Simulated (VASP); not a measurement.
Here is a VASP 6.6.1 calculation.

INCAR

```
SYSTEM = C
  PREC = Accurate
  ENCUT = 520
  EDIFF = 1E-7
  ISMEAR = 0
  SIGMA = 0.05
  LREAL = Auto
  LASPH = .TRUE.
  NELM = 60
  ALGO = Normal
  ISIF = 2
  LWAVE = .FALSE.
  LCHARG = .TRUE.
  GGA = PE
  LELF = .TRUE.
  LVHAR = .TRUE.
  NBANDS = 46
```

File KPOINTS:

```
regular mesh
0
G
  10 10 2
  0 0 0
```

Contents of POSCAR:

```
C
1.0
   -2.5180184914      0.0000000000      0.0000000000
   -1.2590092457     -2.1806679808      0.0000000000
   -1.5738874581     -0.9086843476     16.6091763648
C
16
Direct
   -0.2798074170     -0.2798074170      0.6714840821
   -0.0714574170     -0.0714574170      0.1714840821
   -0.3839824170      0.6160175830      0.9214840821
   -0.1756324170      0.8243675830      0.4214840821
   -0.3452425830     -0.3452425830      0.8285159179
   -0.1368925830     -0.1368925830      0.3285159179
   -0.0327175830      0.9672824170      0.0785159179
   -0.2410675830      0.7589324170      0.5785159179
    0.0404914573      0.0404914573      0.7027642813
    0.2488414573      0.2488414573      0.2027642813
    0.2696497906      0.2696497906      0.9527642813
    0.4779997906      0.4779997906      0.4527642813
    0.0011252094      0.0011252094      0.7972357187
    0.2094752094      0.2094752094      0.2972357187
    0.6469835427      0.6469835427      0.0472357187
    0.4386335427      0.4386335427      0.5472357187
```

Potentials or basis: VASP PAW PBE potentials, release 64 (C).

Launch:

```bash
$ cat potpaw_PBE.64/C/POTCAR > POTCAR
$ mpirun -np 1 vasp_std > vasp.out
```

Task: Predict the pressure.

Result: 3.3 GPa.

Task: What does it give for the band gap on the k mesh?

Result: Zero (band 32 reaches 10.10 eV, above the bottom of band 33 at 10.01 eV).

Task: Estimate the largest force.

Result: 4.008 eV/Å.

Stress tensor (GPa, compression positive):
```
-0.78  3.20 -2.48
 3.20 -4.48 -1.43
-2.48 -1.43 15.23
```

Caveat: forces of over 1 eV/Å act on the atoms, so gaps and moduli don't describe the material at rest.
